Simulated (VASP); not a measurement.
Runs of VASP 6.6.1 on C. The structure is that of space group Cm (No. 8), or close to it. The cells are those of the table. 

```csv
cell,gap on the mesh (eV),pressure (GPa),largest force (eV/Å)
"a = 2.491, b = 2.491, c = 10.410 Å, angles 81.4, 81.4, 60.0°, 10 atoms",none,4.9,5.49
"a = 2.491, b = 2.491, c = 10.478 Å, angles 79.7, 79.7, 60.0°, 10 atoms",1.99,2.2,4.82
"a = 2.491, b = 2.491, c = 10.260 Å, angles 91.7, 91.7, 60.0°, 10 atoms",none,(c),5.50
"a = 2.491, b = 2.491, c = 10.260 Å, angles 88.3, 88.3, 60.0°, 10 atoms",none,5.8,(b)
"a = 2.491, b = 2.491, c = 10.279 Å, angles 93.5, 93.5, 60.0°, 10 atoms",(a),2.2,4.81
```

Alike in all rows: task single point; level LDA; potentials or basis VASP PAW LDA potentials, release 64 (C); no spin polarisation; k mesh 10 × 10 × 3; cutoff (eV) 520; smearing gaussian 0.05 eV.

**Question.** Estimate the missing entries.

**Answer.** (a) 2.14; (b) 4.00; (c) 5.0.

Caveats: forces of over 1 eV/Å act on the atoms, so gaps and moduli don't describe the material at rest.

A k mesh can miss the band edges.

A gap of «none» marks levels without a gap at the run's occupations.
